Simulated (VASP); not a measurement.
Wanted: the native input for a VASP 6.6.1 run.

```yaml
Task: relaxation of shape and atoms at fixed volume
Functional: PBE
Potentials_or_basis: VASP PAW PBE potentials, release 64 (Rb_sv)
Cutoff: 600 eV
k_mesh: 12 × 12 × 12
Occupations: gaussian, width 0.1 eV
Spin: no spin polarisation
Dipole_correction: no
Further_INCAR_settings: ALGO = Fast; EDIFF = 1e-06; IBRION = 2; EDIFFG = -0.01; NSW = 50; ISIF = 4
```

The structure of Rb lies in POSCAR:

```
Rb
1.0
    4.7047047269      0.0000000000      0.0000000000
    0.0000000000      4.7168400251      0.0000000000
    0.0000000000      0.0000000000      4.7263011584
Rb
1
Direct
    0.0000000000      0.0000000000      0.0000000000
```

This isn't the form of Rb at room conditions, which is bcc.

These files were run (other wordings do the same):

INCAR

```
ALGO = Fast ; EDIFF = 1E-6
EDIFFG = -0.01 ; ENCUT = 600
GGA = PE ; IBRION = 2
ISIF = 4 ; ISMEAR = 0
LASPH = True ; LCHARG = False
LREAL = False ; LWAVE = False
NELM = 100 ; NSW = 50
PREC = Accurate ; SIGMA = 0.1
```

KPOINTS

```
k-points
0
Gamma
  12 12 12
```

Potentials or basis: VASP PAW PBE potentials, release 64 (Rb_sv).

Launch:

```sh
$ cat potpaw_PBE.64/Rb_sv/POTCAR > POTCAR
$ mpirun -np 1 vasp_std > vasp.out
```

It gave:

```yaml
Pressure_after_relaxing: -0.1 GPa
Band_gap_on_the_k_mesh: zero (an odd number of electrons rules out a gap without spin polarisation)
```

Caveat: the relaxation stopped at its first step, so nothing moved.

Run time: 6.1 min on 1 thread of Intel Xeon 8259CL, on a shared host, peak memory 0.52 GiB.
